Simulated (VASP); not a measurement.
Here is a VASP 6.6.1 calculation.

Contents of INCAR:

```
SYSTEM = YIn15O24
PREC = Accurate
ENCUT = 520
EDIFF = 1E-6
ISMEAR = -1
SIGMA = 0.01
LREAL = Auto
LASPH = .TRUE.
NELM = 100
ALGO = Normal
ISIF = 2
LWAVE = .FALSE.
LCHARG = .FALSE.
GGA = PE
NBANDS = 201
```

KPOINTS

```
regular mesh
0
G
  3 3 3
  0 0 0
```

File POSCAR:

```
YIn15O24
1.0
   -5.4870000000     -3.1679209270      4.8366666667
    5.4870000000     -3.1679209270      4.8366666667
    0.0000000000      6.3358418540      4.8366666667
Y In O
1 15 24
Direct
    0.3609733846      0.3609733846      0.3609733846
    0.8584780228      0.8576321467      0.3584961152
    0.8576321467      0.3584961152      0.8584780228
    0.3584961152      0.8584780228      0.8576321467
    0.1412650010      0.1412650010      0.1412650010
    0.6432945299      0.6448237990      0.1409112216
    0.6448237990      0.1409112216      0.6432945299
    0.1409112216      0.6432945299      0.6448237990
    0.6427522203      0.6427522203      0.6427522203
    0.1404392094      0.1409664795      0.6437285839
    0.1409664795      0.6437285839      0.1404392094
    0.6437285839      0.1404392094      0.1409664795
    0.8582151879      0.8582151879      0.8582151879
    0.3569744364      0.3568990822      0.8585367358
    0.3568990822      0.8585367358      0.3569744364
    0.8585367358      0.3569744364      0.3568990822
    0.6010327329      0.3979816275      0.7487484437
    0.1022359552      0.8971607349      0.7510331862
    0.0999532335      0.3984481438      0.2465248023
    0.6025806424      0.8987972356      0.2514262031
    0.7487484437      0.6010327329      0.3979816275
    0.2465248023      0.0999532335      0.3984481438
    0.2514262031      0.6025806424      0.8987972356
    0.7510331862      0.1022359552      0.8971607349
    0.3979816275      0.7487484437      0.6010327329
    0.8987972356      0.2514262031      0.6025806424
    0.8971607349      0.7510331862      0.1022359552
    0.3984481438      0.2465248023      0.0999532335
    0.3988786318      0.6093479422      0.2453827732
    0.8987743174      0.1006517665      0.2484620479
    0.8970668095      0.6025616100      0.7521022685
    0.3981589416      0.1016791160      0.7466246783
    0.2453827732      0.3988786318      0.6093479422
    0.7521022685      0.8970668095      0.6025616100
    0.7466246783      0.3981589416      0.1016791160
    0.2484620479      0.8987743174      0.1006517665
    0.6093479422      0.2453827732      0.3988786318
    0.1016791160      0.7466246783      0.3981589416
    0.1006517665      0.2484620479      0.8987743174
    0.6025616100      0.7521022685      0.8970668095
```

Potentials or basis: VASP PAW PBE potentials, release 64 (Y_sv, In_d, O).

Command:

```sh
$ cat potpaw_PBE.64/Y_sv/POTCAR potpaw_PBE.64/In_d/POTCAR potpaw_PBE.64/O/POTCAR > POTCAR
$ mpirun -np 1 vasp_std > vasp.out
```

Task: Predict the pressure.

Result: 10.2 GPa.

Task: What does it give for the largest force?

Result: 0.041 eV/Å.

Forces on the atoms (eV/Å):
```
Y    0.000  0.000  0.009
In   0.004  0.001 -0.018
In  -0.001 -0.004 -0.018
In  -0.003  0.003 -0.018
In   0.000  0.000  0.026
In  -0.006  0.018  0.014
In   0.019 -0.004  0.014
In  -0.013 -0.014  0.014
In   0.000  0.000 -0.006
In  -0.006 -0.028  0.017
In  -0.021  0.019  0.017
In   0.027  0.009  0.017
In   0.000  0.000 -0.032
In   0.002 -0.015 -0.008
In  -0.014  0.006 -0.008
In   0.012  0.009 -0.008
O   -0.016  0.003  0.003
O   -0.011 -0.001  0.001
O   -0.021 -0.006  0.013
O   -0.015  0.003 -0.001
O    0.006 -0.015  0.003
O    0.016 -0.015  0.013
O    0.005 -0.015 -0.001
O    0.006 -0.010  0.001
O    0.010  0.012  0.003
O    0.010  0.012 -0.001
O    0.005  0.010  0.001
O    0.005  0.021  0.013
O   -0.012  0.032 -0.022
O    0.013  0.001  0.001
O    0.013  0.004  0.001
O    0.013 -0.004  0.000
O   -0.022 -0.026 -0.022
O   -0.010  0.009  0.001
O   -0.003  0.013  0.000
O   -0.007  0.011  0.001
O    0.034 -0.006 -0.022
O   -0.010 -0.009  0.000
O   -0.006 -0.012  0.001
O   -0.003 -0.013  0.001
```
